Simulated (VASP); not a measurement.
# CaCu4Bi: single point with PBE

Crystal: CaCu4Bi.

```xyz
6
Lattice="0.0000 3.6387 3.6387 3.6387 0.0000 3.6387 3.6387 3.6387 0.0000" Properties=species:S:1:pos:R:3 pbc="T T T"
Ca    0.0000    0.0000    0.0000
Cu    2.7274    2.7274    4.5500
Cu    2.7274    4.5500    2.7274
Cu    4.5500    4.5500    4.5500
Cu    4.5500    2.7274    2.7274
Bi    1.8193    1.8193    1.8193
```

The cell was generated, and may not be a known phase.

```json
{
 "Program": "VASP 6.6.1",
 "Task": "single point",
 "Functional": "PBE",
 "Potentials or basis": "VASP PAW PBE potentials, release 64 (Ca_sv, Cu, Bi_d)",
 "Cutoff": "520 eV",
 "k mesh": "4 × 4 × 4",
 "Occupations": "gaussian, width 0.1 eV",
 "Spin": "no spin polarisation"
}
```

```yaml
Pressure: 7.0 GPa
Largest_force: 0.057 eV/Å
Band_gap_on_the_k_mesh: zero (an odd number of electrons rules out a gap without spin polarisation)
```

Forces in eV/Å, atoms in the order of the input:
```
Ca   0.000  0.000  0.000
Cu  -0.033 -0.033  0.033
Cu  -0.033  0.033 -0.033
Cu   0.033  0.033  0.033
Cu   0.033 -0.033 -0.033
Bi   0.000  0.000  0.000
```

Levels at points of the mesh, in eV from the Fermi level:
| k point | band 32 | band 33 | band 34 | band 35 | band 36 | band 37 | band 38 | band 39 |
| --- | --- | --- | --- | --- | --- | --- | --- | --- |
| (0.00, 0.00, 0.00) | -2.15 | -2.15 | -2.15 | -0.34 | 0.46 | 0.46 | 1.83 | 1.83 |
| (0.50, 0.00, 0.00) | -2.19 | -1.77 | -1.77 | -0.27 | 0.54 | 0.54 | 1.94 | 1.94 |
| (0.50, 0.50, 0.00) | -2.82 | -1.68 | -1.68 | -0.92 | 2.24 | 2.24 | 2.26 | 3.19 |

Wall time 55 s on 1 thread of Intel(R) Xeon(R) 6975P-C (Granite Rapids), on a shared host, peak memory 0.25 GiB.

Caveat: the k points lie up to 0.37 Å⁻¹ apart, too coarse for converged energies and pressures of a metal; spin-orbit coupling is left out, which moves the levels of the heavy elements.
